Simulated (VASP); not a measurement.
A run of VASP 6.6.1 is set up as follows.

Contents of INCAR:

```
SYSTEM = Ce
ALGO = Normal ; EDIFF = 1E-6
ENCUT = 520 ; GGA = PE
ISIF = 2 ; ISMEAR = -1
LASPH = .True. ; LCHARG = .True.
LELF = .True. ; LREAL = .False.
LVHAR = .True. ; LWAVE = .False.
NBANDS = 12 ; NELM = 80
PREC = Accurate ; SIGMA = 0.13605693000000002
```

File KPOINTS:

```
k-points
0
Gamma
  11 11 11
  0 0 0
```

File POSCAR:

```
Ce
1.0
    2.9398772065      0.0000000000      0.0000000000
    0.0000000000      2.9398772065      0.0000000000
    0.0000000000      0.0000000000      2.9398772065
Ce
1
Direct
    0.0000000000      0.0000000000      0.0000000000
```

Potentials or basis: VASP PAW PBE potentials, release 64 (Ce).

Launch:

```console
$ cat potpaw_PBE.64/Ce/POTCAR > POTCAR
$ mpirun -np 1 vasp_std > vasp.out
```

Task: Estimate the band gap on the k mesh.

Result: Zero (band 6 reaches 9.90 eV, above the bottom of band 7 at 7.87 eV).

Task: Estimate the pressure.

Result: -0.5 GPa.

Caveat: spin-orbit coupling is left out, which moves the levels of the heavy elements. Spin polarisation is off, so any magnetic state and its effect on volume and gap are missing.
